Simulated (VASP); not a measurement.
# In6Te (P6/mmm) in VASP: single point with PBE

Aim: the single point of In6Te with PBE.

Everything below comes from runs of VASP 6.6.1. Logs are shortened: lines on timing, memory, paths and dates and some standing lists are left out, and cuts for length are marked.

## (1) The cell of the first run

Symmetry: P6/mmm, No. 191, hexagonal system. The conventional cell has a = 9.304 Å, b = 9.304 Å, c = 3.206 Å, α = 90.00°, β = 90.00°, γ = 120.00°. Within 4.0 Å of In (site symmetry m2m) lie 5 In at 3.08 to 3.21 Å and 2 Te at 3.50 Å. Within 4.2 Å of Te (site symmetry 6/mmm) lie 2 Te at 3.21 Å and 12 In at 3.50 Å.

The cell was generated, and may not be a known phase.

## (2) Single point, PBE

INCAR

```
ALGO = Fast ; EDIFF = 1E-6
ENCUT = 520 ; GGA = PE
ISIF = 2 ; ISMEAR = 0
LASPH = True ; LCHARG = True
LELF = True ; LREAL = False
LVHAR = True ; LWAVE = False
NBANDS = 51 ; NELM = 100
PREC = Accurate ; SIGMA = 0.1
```

KPOINTS

```
k-points
0
Gamma
  6 6 12
```

POSCAR

```
In6Te
1.0
    9.3041903128      0.0000000000      0.0000000000
   -4.6520951564      8.0576651725      0.0000000000
    0.0000000000      0.0000000000      3.2064790903
In Te
6 1
Direct
    0.0000000000      0.3347155530      0.5000000000
    0.6652844470      0.6652844470      0.5000000000
    0.3347155530      0.0000000000      0.5000000000
    0.0000000000      0.6652844470      0.5000000000
    0.3347155530      0.3347155530      0.5000000000
    0.6652844470      0.0000000000      0.5000000000
    0.0000000000      0.0000000000      0.0000000000
```

Potentials or basis: VASP PAW PBE potentials, release 64 (In_d, Te).

Command:

```console
$ cat potpaw_PBE.64/In_d/POTCAR potpaw_PBE.64/Te/POTCAR > POTCAR
$ mpirun -np 1 vasp_std > vasp.out
```

OUTCAR:

```text
EDIFF = 1E-6
   ENCUT = 520
   GGA = PE
   ISIF = 2
   ISMEAR = 0
   LASPH = True
   LREAL = False
   NELM = 100
   PREC = Accurate

 ion  position               nearest neighbor table
   1  0.000  0.335  0.500-   4 3.08   6 3.11   5 3.11   7 3.50   7 3.50
   2  0.665  0.665  0.500-   5 3.08   6 3.11   4 3.11   7 3.50   7 3.50
   3  0.335  0.000  0.500-   6 3.08   5 3.11   4 3.11   7 3.50   7 3.50
   4  0.000  0.665  0.500-   1 3.08   3 3.11   2 3.11   7 3.50   7 3.50
   5  0.335  0.335  0.500-   2 3.08   3 3.11   1 3.11   7 3.50   7 3.50
   6  0.665  0.000  0.500-   3 3.08   2 3.11   1 3.11   7 3.50   7 3.50
   7  0.000  0.000  0.000-   1 3.50   2 3.50   4 3.50   5 3.50   1 3.50   2 3.50   4 3.50   5 3.50
                             3 3.50   3 3.50   6 3.50   6 3.50

  LATTYP: Found a hexagonal cell.
 ALAT       =     9.3041903128
 C/A-ratio  =     0.3446274187

  Lattice vectors:

 A1 = (   9.3041903128,   0.0000000000,   0.0000000000)
 A2 = (  -4.6520951564,   8.0576651725,   0.0000000000)
 A3 = (   0.0000000000,   0.0000000000,   3.2064790903)

Analysis of symmetry for initial positions (statically):
=====================================================================
 Subroutine PRICEL returns:
 Original cell was already a primitive cell.

 Routine SETGRP: Setting up the symmetry group for a
 hexagonal supercell.

 Subroutine GETGRP returns: Found 24 space group operations
 (whereof 24 operations were pure point group operations)
 out of a pool of 24 trial point group operations.

The static configuration has the point symmetry D_6h.

Analysis of symmetry for dynamics (positions and initial velocities):
=====================================================================
 Subroutine PRICEL returns:
 Original cell was already a primitive cell.

 Routine SETGRP: Setting up the symmetry group for a
 hexagonal supercell.

 Subroutine GETGRP returns: Found 24 space group operations
 (whereof 24 operations were pure point group operations)
 out of a pool of 24 trial point group operations.

The dynamic configuration has the point symmetry D_6h.

 Subroutine INISYM returns: Found 24 space group operations
 (whereof 24 operations are pure point group operations),
 and found     1 'primitive' translations

----------------------------------------------------------------------------------------

                                     Primitive cell

  volume of cell :     240.3899

  direct lattice vectors                    reciprocal lattice vectors
     9.304190313  0.000000000  0.000000000     0.107478455  0.062052715  0.000000000
    -4.652095156  8.057665173  0.000000000     0.000000000  0.124105430  0.000000000
     0.000000000  0.000000000  3.206479090     0.000000000  0.000000000  0.311868555

  length of vectors
     9.304190313  9.304190313  3.206479090     0.124105430  0.124105430  0.311868555

  position of ions in fractional coordinates (direct lattice)
     0.000000000  0.334715553  0.500000000
     0.665284447  0.665284447  0.500000000
     0.334715553  0.000000000  0.500000000
     0.000000000  0.665284447  0.500000000
     0.334715553  0.334715553  0.500000000
     0.665284447  0.000000000  0.500000000
     0.000000000  0.000000000  0.000000000

  ion indices of the primitive-cell ions
   primitive index   ion index
                 1           1
                 2           2
                 3           3
                 4           4
                 5           5
                 6           6
                 7           7

----------------------------------------------------------------------------------------

 KPOINTS: k-points

Automatic generation of k-mesh.
 Grid dimensions read from file:
 generate k-points for:    6    6   12

 Generating k-lattice:

  Cartesian coordinates                     Fractional coordinates (reciprocal lattice)
     0.017913076  0.010342119  0.000000000     0.166666667  0.000000000  0.000000000
     0.000000000  0.020684238  0.000000000     0.000000000  0.166666667  0.000000000
     0.000000000  0.000000000  0.025989046     0.000000000  0.000000000  0.083333333

  Length of vectors
     0.020684238  0.020684238  0.025989046

  Shift w.r.t. Gamma in fractional coordinates (k-lattice)
     0.000000000  0.000000000  0.000000000

 Subroutine IBZKPT returns following result:
 ===========================================

 Found     49 irreducible k-points:

 Following reciprocal coordinates:
            Coordinates               Weight
  0.000000  0.000000  0.000000      1.000000
  0.166667  0.000000  0.000000      6.000000
  0.333333 -0.000000  0.000000      6.000000
  0.500000  0.000000  0.000000      3.000000
  0.166667  0.166667  0.000000      6.000000
  0.333333  0.166667  0.000000     12.000000
[... 16 lines left out ...]
  0.166667  0.000000  0.250000     12.000000
  0.333333 -0.000000  0.250000     12.000000
 [... further k-points ...]
   k-points           NKPTS =     49   k-points in BZ     NKDIM =     49   number of bands    NBANDS=     51
   number of dos      NEDOS =    301   number of ions     NIONS =      7
   total plane-waves  NPLWV = 117600
   dimension x,y,z NGX =    70 NGY =   70 NGZ =   24
   dimension x,y,z NGXF=   140 NGYF=  140 NGZF=   48
   ions per type =               6   1
   NGX,Y,Z   is equivalent  to a cutoff of  12.51, 12.51, 12.44 a.u.
   NGXF,Y,Z  is equivalent  to a cutoff of  25.01, 25.01, 24.89 a.u.
 SYSTEM =  unknown system
   PREC   = accura    normal or accurate (medium, high low for compatibility)
   ISTART =      0    job   : 0-new  1-cont  2-samecut
   ICHARG =      2    charge: 1-file 2-atom 10-const
   ISPIN  =      1    spin polarized calculation?
   LNONCOLLINEAR =      F non collinear calculations
   LSORBIT =      F    spin-orbit coupling
   LASPH  =      T    aspherical Exc in radial PAW
   ENCUT  =  520.0 eV  38.22 Ry    6.18 a.u.  17.30 17.30  5.96*2*pi/ulx,y,z
   NELM   =    100;   NELMIN=  2; NELMDL= -5     # of ELM steps
   EDIFF  = 0.1E-05   stopping-criterion for ELM
   LREAL  =      F    real-space projection
   EDIFFG = 0.1E-04   stopping-criterion for IOM
   NSW    =      0    number of steps for IOM
   IBRION =     -1    ionic relax: 0-MD 1-quasi-New 2-CG
   NFREE  =      0    steps in history (QN), initial steepest desc. (CG)
   ISIF   =      2    stress and relaxation
   ISYM   =      2    0-nonsym 1-usesym 2-fastsym
   POTIM  = 0.5000    time-step for ionic-motion
   TEBEG  =    0.0;   TEEND  =   0.0 temperature during run
   PSTRESS=    0.0 pullay stress
   NELECT =      84.0000    total number of electrons
   NUPDOWN=      -1.0000    fix difference up-down
   EMIN   =  10.00;   EMAX   =-10.00  energy-range for DOS
   EFERMI =   0.00;   METHOD = LEGACY
   ISMEAR =     0;   SIGMA  =   0.10  broadening in eV -4-tet -1-fermi 0-gaus
   EFERMI_NEDOS =   21; number of points for ismear=-14 and -15
   IALGO  =     68    algorithm
   IMIX   =      4    mixing-type and parameters
     AMIX     =   0.40;   BMIX     =  1.00
     AMIX_MAG =   1.60;   BMIX_MAG =  1.00
  volume/ion in A,a.u.               =      34.34       231.75
  Fermi-wavevector in a.u.,A,eV,Ry     =   1.153088  2.179021 18.090474  1.329612
  Thomas-Fermi vector in A             =   2.289735
   LORBIT       =      0    0 simple, 1 ext, 2 COOP (PROOUT), +10 PAW based schemes
   GGA     = PE    functional components
   LHFCALC =     F    Hartree Fock is set to
   AEXX    =    0.0000 exact exchange contribution
   IVDW    =     0    specifies the selected vdW correction
   LEPSILON=     F    determine dielectric tensor
   LRPA    =     F    only Hartree local field effects (RPA)
 non-spin polarized calculation
 RMM-DIIS sequential band-by-band and
 Gauss-broadening in eV      SIGMA  =   0.10
  energy-cutoff  :      520.00
  volume of cell :      240.39
 maximum number of plane-waves:      6514
 NGX is ok and might be reduce to    70
   NGX = 35   NGY = 35   NGZ = 11

 number of electron      83.9999981 magnetization

 Free energy of the ion-electron system (eV)
  ---------------------------------------------------
  ext. energy  EPLUGINS =         0.00000000
  ---------------------------------------------------
  free energy    TOTEN  =       -17.58220242 eV

  energy without entropy =      -17.56646428  energy(sigma->0) =      -17.57433335

 E-fermi :   5.0443     XC(G=0):  -8.7634

 val. band max:        5.0435198785   @ k =   0.5000   0.0000   0.3333
 cond. band min:       5.0670897575   @ k =   0.0000   0.0000   0.2500
 fundamental gap:      0.0235698790
 Fermi energy:         5.0442518880

 k-point     1 :       0.0000    0.0000    0.0000
  band No.  band energies     occupation
      1      -9.9033      2.00000
      2      -9.8405      2.00000
      3      -9.8405      2.00000
      4      -9.8284      2.00000
      5      -9.8198      2.00000
      6      -9.8198      2.00000
[... 43 lines left out ...]
     50       9.7871      0.00000
     51      10.7417      0.00000

 k-point     2 :       0.1667    0.0000    0.0000
  band No.  band energies     occupation
      1      -9.8995      2.00000
      2      -9.8493      2.00000
      3      -9.8434      2.00000
      4      -9.8300      2.00000
      5      -9.8128      2.00000
      6      -9.8075      2.00000
[... 43 lines left out ...]
     50      10.2645      0.00000
     51      10.3421      0.00000

 k-point     3 :       0.3333   -0.0000    0.0000
  band No.  band energies     occupation
      1      -9.8901      2.00000
      2      -9.8631      2.00000
      3      -9.8473      2.00000
      4      -9.8299      2.00000
      5      -9.7966      2.00000
      6      -9.7833      2.00000
[... 43 lines left out ...]
     50       9.5814      0.00000
     51      11.0550      0.00000
[... 1027 lines left out ...]
 k-point    23 :       0.1667    0.0000    0.2500
  band No.  band energies     occupation
      1      -9.8119      2.00000
      2      -9.7849      2.00000
      3      -9.7182      2.00000
      4      -9.7139      2.00000
      5      -9.7019      2.00000
      6      -9.6840      2.00000
[... 43 lines left out ...]
     50       8.3972      0.00000
     51       8.5956      0.00000

 k-point    24 :       0.3333   -0.0000    0.2500
  band No.  band energies     occupation
      1      -9.7911      2.00000
      2      -9.7684      2.00000
      3      -9.7337      2.00000
      4      -9.7144      2.00000
      5      -9.7107      2.00000
      6      -9.6910      2.00000
[... 43 lines left out ...]
     50       8.5140      0.00000
     51       8.7290      0.00000

 [... further k-points ...]

------------------------ aborting loop because EDIFF is reached ----------------------------------------

  FORCE on cell =-STRESS in cart. coord.  units (eV):
  Direction    XX          YY          ZZ          XY          YZ          ZX
  --------------------------------------------------------------------------------------
  -------------------------------------------------------------------------------------
  Total       -0.0945515     -0.0945515     -0.0415096      0.0000000      0.0000000      0.0000000
  in kB       -0.6301777     -0.6301777     -0.2766580      0.0000000      0.0000000      0.0000000
  external PRESSURE =      -0.5123378 kB  Pullay stress =       0.0000000 kB

 VOLUME and BASIS-vectors are now :
 -----------------------------------------------------------------------------
  energy-cutoff  :      520.00
  volume of cell :      240.39
      direct lattice vectors                 reciprocal lattice vectors
     9.304190313  0.000000000  0.000000000     0.107478455  0.062052715  0.000000000
    -4.652095156  8.057665173  0.000000000     0.000000000  0.124105430  0.000000000
     0.000000000  0.000000000  3.206479090     0.000000000  0.000000000  0.311868555

 POSITION                                       TOTAL-FORCE (eV/Angst)
 -----------------------------------------------------------------------------------
     -1.55713      2.69703      1.60324         0.000247     -0.000428      0.000000
      3.09497      5.36064      1.60324         0.000247      0.000428     -0.000000
      3.11426      0.00000      1.60324        -0.000494     -0.000000      0.000000
     -3.09497      5.36064      1.60324        -0.000247      0.000428      0.000000
      1.55713      2.69703      1.60324        -0.000247     -0.000428     -0.000000
      6.18993      0.00000      1.60324         0.000494      0.000000     -0.000000
      0.00000      0.00000      0.00000         0.000000     -0.000000      0.000000
 -----------------------------------------------------------------------------------
    total drift:                                0.000000      0.000000      0.000000

  FREE ENERGIE OF THE ION-ELECTRON SYSTEM (eV)
  ---------------------------------------------------
  free  energy   TOTEN  =       -17.5822024218 eV

  energy  without entropy=      -17.5664642835  energy(sigma->0) =      -17.57433335
```

It took 26 min on 1 thread of Oxide Virtual Turin-like, shared host; peak memory 0.6 GiB.

What came out:

```
Free energy            : -17.5822 eV
Pressure               : -0.1 GPa
Band gap on the k mesh : zero (bands 42 and 43 overlap by 1.41 eV)
```

Caveat: spin-orbit coupling is left out, which moves the levels of the heavy elements.

The gap in the log of VASP goes by the Fermi energy; the results here count the filled bands.